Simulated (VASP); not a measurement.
Set up this calculation in VASP 6.6.1, as the native input.

```yaml
Task: single point
Functional: PBE
Potentials_or_basis: VASP PAW PBE potentials, release 64 (Ru_pv)
Cutoff: 520 eV
k_mesh: 21 × 21 × 12
Occupations: gaussian, width 0.15 eV
Spin: no spin polarisation
Dipole_correction: no
Further_INCAR_settings: ALGO = Fast; EDIFF = 1e-07; NBANDS = 21
```

The structure of Ru lies in POSCAR:

```
Ru
1.0
    2.7138729439      0.0000000000      0.0000000000
   -1.3569364720      2.3502829121      0.0000000000
    0.0000000000      0.0000000000      3.7975224104
Ru
2
Direct
    0.3333333333      0.6666666667      0.2500000000
    0.6666666667      0.3333333333      0.7500000000
```

These files were run (other wordings do the same):

INCAR

```
ALGO = Fast ; EDIFF = 1E-7
ENCUT = 520 ; GGA = PE
ISIF = 2 ; ISMEAR = 0
LASPH = True ; LCHARG = False
LREAL = False ; LWAVE = False
NBANDS = 21 ; NELM = 100
PREC = Accurate ; SIGMA = 0.15
```

KPOINTS

```
k-points
0
Gamma
  21 21 12
```

Potentials or basis: VASP PAW PBE potentials, release 64 (Ru_pv).

Run with:

```console
$ cat potpaw_PBE.64/Ru_pv/POTCAR > POTCAR
$ mpirun -np 1 vasp_std > vasp.out
```

It gave:

| Property | Result |
| --- | --- |
| Pressure | 63.7 GPa |
| Band gap on the k mesh | zero (bands 14 and 15 overlap by 3.44 eV) |

Caveat: the cell stands under pressure.

It took 72 s on 1 thread of Intel(R) Xeon(R) 6975P-C (Granite Rapids), on a shared host, peak memory 0.23 GiB.
